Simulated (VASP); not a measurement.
**Ba: single point with PBE**

The system is Ba.

```
Ba
1.0
    -3.66539    3.66446    1.98419
     3.66446   -3.66539    1.98419
     3.66710    3.66710   -1.98590
Ba
2
Cartesian
  3.6641 -3.6650 1.9842
  0.0010 3.6652 0.9912
```

```json
{
 "Program": "VASP 6.6.1",
 "Task": "single point",
 "Functional": "PBE",
 "Potentials or basis": "VASP PAW PBE potentials, release 64 (Ba_sv)",
 "Cutoff": "520 eV",
 "k mesh": "10 × 10 × 7",
 "Occupations": "fermi-dirac, width 0.1 eV",
 "Spin": "no spin polarisation",
 "Dipole correction": "no",
 "Further INCAR settings": "ALGO = Normal; EDIFF = 1e-06; NBANDS = 17"
}
```

| Quantity | Value |
| --- | --- |
| Pressure | 1.4 GPa |
| Band gap on the k mesh | zero (bands 10 and 11 overlap by 0.40 eV) |

Levels at points of the mesh, in eV from the Fermi level:
```
           k point  band 8  band 9  band 10  band 11  band 12  band 13
(0.00, 0.00, 0.00)  -13.56   -2.65    -1.07     0.40     0.44     1.12
(0.50, 0.00, 0.00)  -13.51   -0.69    -0.61     0.29     1.07     1.78
(0.50, 0.50, 0.00)  -13.56   -0.93    -0.93     0.65     0.65     1.78
```

Run time: 2.9 min on 1 thread of Intel(R) Xeon(R) 6975P-C (Granite Rapids), with other jobs on the host, peak memory 0.47 GiB.

Caveat: spin-orbit coupling is left out, which moves the levels of the heavy elements.
